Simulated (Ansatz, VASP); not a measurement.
## Rb in VASP and in Ansatz

```
CELL_PARAMETERS angstrom
0.00000 3.56463 3.56463
3.56463 0.00000 3.56463
3.56463 3.56463 0.00000
ATOMIC_POSITIONS crystal
Rb 0.00000 0.00000 0.00000
```

Alike in both runs: task single point; functional PBEsol; k mesh 9 × 9 × 9; occupations fermi-dirac, width 0.1 eV; no spin polarisation.

|  | VASP | Ansatz |
| --- | --- | --- |
| version | VASP 6.6.1 | Ansatz 0.2.0 |
| potentials or method | VASP PAW PBE potentials, release 64 (Rb_sv), cutoff 520 eV | plane waves (420 eV) with PAW, scalar-relativistic |
| valence electrons in the cell | 9 | 9 |

|  | VASP | Ansatz | Ansatz less VASP |
| --- | --- | --- | --- |
| pressure (GPa) | -0.1 | -0.1 | 0.00 |

VASP's potentials were made for PBE, not for PBEsol, and Ansatz warns of the same on its side.
